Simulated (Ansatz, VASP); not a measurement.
**Two plane-wave programs on NaCl**

```xyz
2
Lattice="0.0000 2.6547 2.6547 2.6547 0.0000 2.6547 2.6547 2.6547 0.0000" Properties=species:S:1:pos:R:3 pbc="T T T"
Na    0.0000    0.0000    0.0000
Cl    2.6547    2.6547    2.6547
```

Alike in both runs: task single point; functional r2SCAN; k mesh 8 × 8 × 8; occupations gaussian, width 0.02 eV; no spin polarisation.

```csv
,VASP,Ansatz
version,VASP 6.6.1,Ansatz 0.2.0
potentials or method,"VASP PAW PBE potentials, release 64 (Na_pv, Cl), cutoff 520 eV","scalar-relativistic, plane waves, PAW"
valence electrons in the cell,14,16
```

|  | VASP | Ansatz | Ansatz less VASP |
| --- | --- | --- | --- |
| gap on the k mesh at the Fermi level (eV) | 6.78 | 6.76 | -0.026 |
| least direct gap on the mesh (eV) | 6.78 | 6.76 | -0.026 |
| pressure (GPa) | 6.2 | 6.6 | +0.39 |

VASP's potentials were made for PBE, not for r2SCAN. VASP's potentials hold 14 valence electrons a cell and Ansatz's 16, so a difference there can come from the potentials and not from the codes.
